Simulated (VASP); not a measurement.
Wanted: the native input for a VASP 6.6.1 run.

```
Task                   : single point
Functional             : PBE
Potentials or basis    : VASP PAW PBE potentials, release 64 (Ge_d, W_sv)
Cutoff                 : 520 eV
k mesh                 : 18 × 18 × 18
Occupations            : gaussian, width 0.1 eV
Spin                   : no spin polarisation
Dipole correction      : no
Further INCAR settings : ALGO = Normal; EDIFF = 1e-06; NBANDS = 21
```

The structure of GeW lies in POSCAR:

```
GeW
1.0
    3.1345380465      0.0000000000      0.0000000000
    0.0000000000      3.1345380465      0.0000000000
    0.0000000000      0.0000000000      3.1349100165
Ge W
1 1
Direct
    0.5000000000      0.5000000000      0.5000000000
    0.0000000000      0.0000000000      0.0000000000
```

These files were run (other wordings do the same):

INCAR

```
SYSTEM = GeW
PREC = Accurate
ENCUT = 520
EDIFF = 1E-6
ISMEAR = 0
SIGMA = 0.1
LREAL = .FALSE.
LASPH = .TRUE.
NELM = 60
ALGO = Normal
ISIF = 2
LWAVE = .FALSE.
LCHARG = .TRUE.
GGA = PE
LELF = .TRUE.
LVHAR = .TRUE.
NBANDS = 21
```

KPOINTS

```
Automatic mesh
0
G
  18 18 18
  0 0 0
```

Potentials or basis: VASP PAW PBE potentials, release 64 (Ge_d, W_sv).

The run is started by

```sh
$ cat potpaw_PBE.64/Ge_d/POTCAR potpaw_PBE.64/W_sv/POTCAR > POTCAR
$ mpirun -np 1 vasp_std > vasp.out
```

Results of the run:

The pressure is 0.3 GPa and the band gap on the k mesh is zero (band 14 reaches 13.81 eV, above the bottom of band 15 at 9.57 eV).

Caveat: spin-orbit coupling is left out, which moves the levels of the heavy elements.

It took 68 s on 1 thread of Intel(R) Xeon(R) 6975P-C (Granite Rapids) (shared host), peak memory 0.42 GiB.
